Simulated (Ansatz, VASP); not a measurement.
## Al9H: VASP beside Ansatz

INCAR

```
SYSTEM = Al9H
PREC     = Accurate       ! precision mode
ENCUT    = 520            ! plane-wave cutoff, eV
EDIFF    = 1E-6           ! SCF threshold, eV
ISMEAR   = 0              ! smearing method
SIGMA    = 0.1            ! smearing width, eV
LREAL    = Auto         
LASPH    = .TRUE.         ! aspherical terms in the spheres
NELM     = 60             ! most SCF steps
ALGO     = Normal         ! electronic algorithm
ISIF     = 2              ! what is computed and relaxed
LWAVE    = .FALSE.        ! write WAVECAR
LCHARG   = .TRUE.         ! write CHGCAR
LDIPOL   = .TRUE.       
IDIPOL   = 3            
DIPOL    = 0.5 0.5 0.294
GGA      = PE             ! functional
LELF     = .TRUE.         ! ELF
LVHAR    = .TRUE.       
LVACPOTAV= .TRUE.       
NBANDS   = 44             ! bands
```

The input KPOINTS:

```
regular mesh
0
G
  5 3 1
  0 0 0
```

Contents of POSCAR:

```
Al9H
1.0
    5.7070863106      0.0000000000      0.0000000000
   -1.4267715776      9.7014842380      0.0000000000
    0.0000000000      0.0000000000     22.7903703519
Al H
18 2
Direct
    0.2662216041      0.0648864163      0.1755127248
    0.7662216041      0.0648864163      0.1755127248
    0.3354806058      0.3419224231      0.2192029854
    0.8354806058      0.3419224231      0.2192029854
    0.1493324061      0.5973296244      0.2279410375
    0.6493324061      0.5973296244      0.2279410375
    0.4631842064      0.8527368258      0.2366790896
    0.9631842065      0.8527368258      0.2366790896
    0.0319772093      0.1277109169      0.2808262502
    0.5319772093      0.1277109169      0.2808262502
    0.0997917601      0.4042231294      0.3301071124
    0.5997917601      0.4042231294      0.3301071124
    0.4144000537      0.6596656514      0.3369822081
    0.9144000537      0.6596656514      0.3369822081
    0.2263076916      0.9110819252      0.3449259130
    0.7263076916      0.9110819252      0.3449259130
    0.2962427243      0.1814072004      0.3857054631
    0.7962427243      0.1814072004      0.3857054631
    0.6062643800      0.3644128847      0.4054506447
    0.6062643800      0.4848513326      0.4054506447
```

Input for Ansatz:

```yaml
crystal:
  lattice:
    - [5.7070863106, 0.0, 0.0]
    - [-1.4267715776, 9.701484238, 0.0]
    - [0.0, 0.0, 22.7903703519]
  atoms:
    - { symbol: Al, position: [0.2662216041, 0.0648864163, 0.1755127248] }
    - { symbol: Al, position: [0.7662216041, 0.0648864163, 0.1755127248] }
    - { symbol: Al, position: [0.3354806058, 0.3419224231, 0.2192029854] }
    - { symbol: Al, position: [0.8354806058, 0.3419224231, 0.2192029854] }
    - { symbol: Al, position: [0.1493324061, 0.5973296244, 0.2279410375] }
    - { symbol: Al, position: [0.6493324061, 0.5973296244, 0.2279410375] }
    - { symbol: Al, position: [0.4631842064, 0.8527368258, 0.2366790896] }
    - { symbol: Al, position: [0.9631842065, 0.8527368258, 0.2366790896] }
    - { symbol: Al, position: [0.0319772093, 0.1277109169, 0.2808262502] }
    - { symbol: Al, position: [0.5319772093, 0.1277109169, 0.2808262502] }
    - { symbol: Al, position: [0.0997917601, 0.4042231294, 0.3301071124] }
    - { symbol: Al, position: [0.5997917601, 0.4042231294, 0.3301071124] }
    - { symbol: Al, position: [0.4144000537, 0.6596656514, 0.3369822081] }
    - { symbol: Al, position: [0.9144000537, 0.6596656514, 0.3369822081] }
    - { symbol: Al, position: [0.2263076916, 0.9110819252, 0.344925913] }
    - { symbol: Al, position: [0.7263076916, 0.9110819252, 0.344925913] }
    - { symbol: Al, position: [0.2962427243, 0.1814072004, 0.3857054631] }
    - { symbol: Al, position: [0.7962427243, 0.1814072004, 0.3857054631] }
    - { symbol: H, position: [0.60626438, 0.3644128847, 0.4054506447] }
    - { symbol: H, position: [0.60626438, 0.4848513326, 0.4054506447] }
basis:
  ecutwfc: 420
kpoints:
  mp_grid: { grid: [5, 3, 1] }
hamiltonian:
  xc: pbe
  pseudopotentials: { kind: paw, azcp: { folder: soft_1 } }
scf:
  occupations: { method: gaussian, width: 0.1 }
output:
  forces: true
  eigenvalues: true
efield:
  axis: 3
  dipole_correction: true
  ramp_width: 0.04
```

Alike in both runs: task single point; functional PBE; k mesh 5 × 3 × 1; occupations gaussian, width 0.1 eV; no spin polarisation.

```csv
,VASP,Ansatz
version,VASP 6.6.1,Ansatz 0.2.0
potentials or method,"VASP PAW PBE potentials, release 64 (Al, H), cutoff 520 eV","scalar-relativistic, plane waves, PAW"
valence electrons in the cell,56,56
```

```csv
,VASP,Ansatz,Ansatz less VASP
gap on the k mesh at the Fermi level (eV),none,none,-
rms of the force components (eV/Å),0.230,0.230,-0.0006
"work function, face that differs most (eV)",4.20,4.20,-0.003
```

Atom by atom the forces differ by 0.002 eV/Å (rms over components). A gap of «none» marks a metal or a gap that the smearing closes. The functional is the same, so the differences come from potentials, cutoffs and numerics.
